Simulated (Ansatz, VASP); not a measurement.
Al3Cu in VASP and in Ansatz

```
Al Cu
1.0
     3.57848    0.00000    0.00000
     0.00000    3.86143    0.00000
     0.00000    0.00000    4.12472
Al Cu
3 1
Direct
  0.00000 0.50000 0.50000
  0.50000 0.00000 0.50000
  0.50000 0.50000 0.00000
  0.00000 0.00000 0.00000
```

Change from the starting cell: strain +e along x and -e along y -0.0367, strain +e along z and -e/2 along x and y +0.0700.

Alike in both runs: task single point; functional LDA; k mesh 10 × 10 × 10; occupations gaussian, width 0.15 eV; no spin polarisation.

```csv
,VASP,Ansatz
version,VASP 6.6.1,Ansatz 0.2.0
potentials or method,"VASP PAW LDA potentials, release 64 (Al, Cu), cutoff 520 eV","scalar-relativistic, plane waves, PAW"
valence electrons in the cell,20,28
```

```csv
,VASP,Ansatz,Ansatz less VASP
gap on the k mesh at the Fermi level (eV),none,none,-
pressure (GPa),1.5,1.2,-0.34
"traceless stress, the component that is largest in VASP (GPa)",-6.55,-6.53,+0.025
```

Ansatz warns that its potentials were made for another functional, while VASP's fit it. LDA's correlation is that of Perdew and Zunger in VASP and of Perdew and Wang (1992) in Ansatz. A gap of «none» marks a metal or a gap that the smearing closes. VASP's potentials hold 20 valence electrons a cell and Ansatz's 28, so a difference there can come from the potentials and not from the codes.
